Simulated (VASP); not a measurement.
BaTiO3, 5 atoms in the cell. The structure is trigonal, space group R3m (No. 160). Conventional cell: a = 5.726 Å, b = 5.726 Å, c = 7.069 Å, α = 90.00°, β = 90.00°, γ = 120.00°. Ba (site symmetry 3m) has 12 O at 2.67 to 3.10 Å and 4 Ti at 3.49 Å within 3.5 Å. Within 2.5 Å of Ti (site symmetry 3m) lie 6 O at 1.87 to 2.21 Å. O (site symmetry m) has 2 Ti at 1.87 to 2.21 Å within 2.5 Å.  This cell differs from its parent crystal: all Ba atoms moved -0.150 Å, as atom 1 towards its neighbour atom 2 (Ti) at 3.434 Å.

| Item | Value |
| --- | --- |
| Program | VASP 6.6.1 |
| Task | single point |
| Functional | PBE |
| Potentials or basis | VASP PAW PBE potentials, release 64 (Ba_sv, Ti_sv, O) |
| Cutoff | 520 eV |
| k mesh | 6 × 6 × 6 |
| Occupations | gaussian, width 0.05 eV |
| Spin | no spin polarisation |
| Dipole correction | no |
| Further INCAR settings | ALGO = Normal; EDIFF = 1e-07; NBANDS = 28 |

Potentials or basis: VASP PAW PBE potentials, release 64 (Ba_sv, Ti_sv, O).

Run with:

```bash
$ cat potpaw_PBE.64/Ba_sv/POTCAR potpaw_PBE.64/Ti_sv/POTCAR potpaw_PBE.64/O/POTCAR > POTCAR
$ mpirun -np 1 vasp_std > vasp.out
```

Hardware: 1 thread of Intel(R) Xeon(R) Platinum 8488C (Sapphire Rapids), on a shared host.

Q: How long does it take, and how much memory?

A: It took 81 s on 1 thread of Intel(R) Xeon(R) Platinum 8488C (Sapphire Rapids), on a shared host, peak memory 0.21 GiB. Counts: scf iterations 17, k points 32.
